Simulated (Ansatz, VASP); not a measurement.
**Two plane-wave programs on KNa2CaF6**

INCAR

```
SYSTEM = KNa2CaF6
  ALGO = Normal
  EDIFF = 1E-7
  ENCUT = 520
  GGA = PE
  ISIF = 2
  ISMEAR = -1
  LASPH = .TRUE.
  LCHARG = .FALSE.
  LREAL = .FALSE.
  LWAVE = .FALSE.
  NBANDS = 48
  NELM = 60
  PREC = Accurate
  SIGMA = 0.1
```

The input KPOINTS:

```
k-points
0
G
  7 7 7
  0 0 0
```

POSCAR

```
KNa2CaF6
1.0
    0.0000000000      4.2194730000      4.2194730000
    4.2194730000      0.0000000000      4.2194730000
    4.2194730000      4.2194730000      0.0000000000
Ca K Na F
1 1 2 6
Direct
    0.0000000000      0.0000000000      0.0000000000
    0.5000000000      0.5000000000      0.5000000000
    0.2500000000      0.2500000000      0.2500000000
    0.7500000000      0.7500000000      0.7500000000
    0.7730000000      0.2270000000      0.2270000000
    0.2270000000      0.7730000000      0.2270000000
    0.2270000000      0.7730000000      0.7730000000
    0.7730000000      0.2270000000      0.7730000000
    0.2270000000      0.2270000000      0.7730000000
    0.7730000000      0.7730000000      0.2270000000
```

Input for Ansatz:

```yaml
crystal:
  lattice:
    - [0.0, 4.219473, 4.219473]
    - [4.219473, 0.0, 4.219473]
    - [4.219473, 4.219473, 0.0]
  atoms:
    - { symbol: Ca, position: [0.0, 0.0, 0.0] }
    - { symbol: K, position: [0.5, 0.5, 0.5] }
    - { symbol: Na, position: [0.25, 0.25, 0.25] }
    - { symbol: Na, position: [0.75, 0.75, 0.75] }
    - { symbol: F, position: [0.773, 0.227, 0.227] }
    - { symbol: F, position: [0.227, 0.773, 0.227] }
    - { symbol: F, position: [0.227, 0.773, 0.773] }
    - { symbol: F, position: [0.773, 0.227, 0.773] }
    - { symbol: F, position: [0.227, 0.227, 0.773] }
    - { symbol: F, position: [0.773, 0.773, 0.227] }
  symmetry: { tolerance: 0.0003 }
kpoints:
  mp_grid: { grid: [7, 7, 7], shift: [0, 0, 0] }
  band_path:
    path:
      - [0.0, 0.0, 0.0]
      - [0.5, 0.0, 0.5]
      - [0.625, 0.25, 0.625]
      - [0.375, 0.375, 0.75]
      - [0.0, 0.0, 0.0]
      - [0.5, 0.5, 0.5]
      - [0.5, 0.25, 0.75]
      - [0.5, 0.0, 0.5]
    npoints: 8
magnetization:
  spin_polarized: false
scf:
  occupations: { method: fermi_dirac }
  lower_state_search: "off"
  max_iter: 200
hamiltonian:
  pseudopotentials: { kind: paw }
  xc: pbe
basis:
  ecutwfc: 420
  fft_grid_basis: typed
output:
  forces: true
  stress: true
  eigenvalues: true
  bader: true
  populations: true
  elf: true
  write_potential: true
  volumetric_format: npy
  dos:
    e_range: [-12, 8]
    de: 0.05
    projected: { site_lists: { Ca: [Ca], F: [F], K: [K], Na: [Na] } }
checkpoint:
  read: saved_state
```

Alike in both runs: task single point; functional PBE; k mesh 7 × 7 × 7; no spin polarisation.

```csv
,VASP,Ansatz
version,VASP 6.6.1,Ansatz 0.2.0
potentials or method,"VASP PAW PBE potentials, release 64 (Ca_sv, K_sv, Na_pv, F), cutoff 520 eV",PAW plane waves
occupations,"fermi-dirac, width 0.1 eV",fermi-dirac
valence electrons in the cell,75,79
```

```tsv
	VASP	Ansatz	Ansatz less VASP
pressure (GPa)	21.4	20.6	-0.72
rms of the force components (eV/Å)	1.655	1.595	-0.0608
```

Atom by atom the forces differ by 0.061 eV/Å (rms over components). VASP's potentials hold 75 valence electrons a cell and Ansatz's 79, so a difference there can come from the potentials and not from the codes.
